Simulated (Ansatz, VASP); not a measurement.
**Two plane-wave programs on Rb3Pt**

The input INCAR:

```
ALGO = Normal ; EDIFF = 1E-6
ENCUT = 500 ; GGA = PE
GGA_COMPAT = F ; ISIF = 2
ISMEAR = 0 ; LASPH = T
LCHARG = T ; LELF = T
LREAL = F ; LVHAR = T
LWAVE = F ; NBANDS = 26
NELM = 120 ; PREC = Accurate
SIGMA = 0.1
```

Contents of KPOINTS:

```
k-points
0
Gamma
  1 1 1
```

File POSCAR:

```
Rb3Pt
1.0
    5.4987900000      0.0000000000      0.0000000000
    0.0000000000      5.4987900000      0.0000000000
    0.0000000000      0.0000000000      5.4987900000
Rb Pt
3 1
Direct
    0.0000000000      0.0000000000      0.5000000000
    0.0000000000      0.5000000000      0.0000000000
    0.5000000000      0.0000000000      0.0000000000
    0.5000000000      0.5000000000      0.5000000000
```

Input for Ansatz:

```yaml
crystal:
  lattice:
    - [5.49879, 0.0, 0.0]
    - [0.0, 5.49879, 0.0]
    - [0.0, 0.0, 5.49879]
  atoms:
    - { symbol: Rb, position: [0.0, 0.0, 0.5] }
    - { symbol: Rb, position: [0.0, 0.5, 0.0] }
    - { symbol: Rb, position: [0.5, 0.0, 0.0] }
    - { symbol: Pt, position: [0.5, 0.5, 0.5] }
basis: {}
kpoints:
  mp_grid: { grid: [1, 1, 1] }
hamiltonian:
  xc: pbe
  pseudopotentials: { kind: paw, source: ansatz }
scf:
  occupations: { method: gaussian, width: 0.1 }
  lower_state_search: "off"
output:
  forces: true
  stress: true
  eigenvalues: true
  dos: { method: smearing }
```

Alike in both runs: task single point; functional PBE; k mesh 1 × 1 × 1; occupations gaussian, width 0.1 eV; no spin polarisation.

```csv
,VASP,Ansatz
version,VASP 6.6.1,Ansatz 0.2.0
potentials or method,"VASP PAW PBE potentials, release 64 (Rb_sv, Pt)","scalar-relativistic, plane waves, PAW (harder set)"
plane-wave cutoff (eV),500,570
valence electrons in the cell,37,45
```

```csv
,VASP,Ansatz,Ansatz less VASP
pressure (GPa),-4.5,-4.5,0.00
```

VASP's potentials hold 37 valence electrons a cell and Ansatz's 45, so a difference there can come from the potentials and not from the codes.

The k mesh is coarse, so the values compare programs but aren't converged. Spin-orbit coupling is off throughout.
